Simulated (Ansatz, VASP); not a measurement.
## Li2Be3Au in VASP and in Ansatz

```
CELL_PARAMETERS angstrom
5.06796 0.00000 0.00000
-2.53398 4.38899 0.00000
0.00000 0.00000 2.75453
ATOMIC_POSITIONS crystal
Li 0.33333 0.66667 0.00000
Li 0.66667 0.33333 0.00000
Be 0.50000 0.00000 0.50000
Be 0.50000 0.50000 0.50000
Be 0.00000 0.50000 0.50000
Au 0.00000 0.00000 0.00000
```

Change from the starting cell: species swapped into the NdB2Ru3 type (P6/mmm, No. 191).

Alike in both runs: task relaxation of cell and atoms; functional PBE; k mesh 6 × 6 × 6; occupations gaussian, width 0.1 eV; no spin polarisation.

|  | VASP | Ansatz |
| --- | --- | --- |
| version | VASP 6.6.1 | Ansatz 0.2.0 |
| potentials or method | VASP PAW PBE potentials, release 64 (Li_sv, Be, Au), cutoff 600 eV | scalar-relativistic, plane waves, PAW |
| valence electrons in the cell | 23 | 31 |

VASP gave:

* gap on the k mesh at the Fermi level, each at its own relaxed structure (eV): none
* relaxed volume (Å³/atom): 11.01
* relaxed cell length with the largest relative difference (Å): 3.840

Q: What did Ansatz give for the same quantities?

A: gap on the k mesh at the Fermi level, each at its own relaxed structure (eV): none; relaxed volume (Å³/atom): 11.39; relaxed cell length with the largest relative difference (Å): 4.012.

A gap of «none» marks a metal or a gap that the smearing closes. VASP's potentials hold 23 valence electrons a cell and Ansatz's 31, so a difference there can come from the potentials and not from the codes.

The k mesh is coarse, so the values compare programs but aren't converged. Spin-orbit coupling is off throughout. Noted on VASP's run: the cutoff is short for stress, so the pressure is rough.
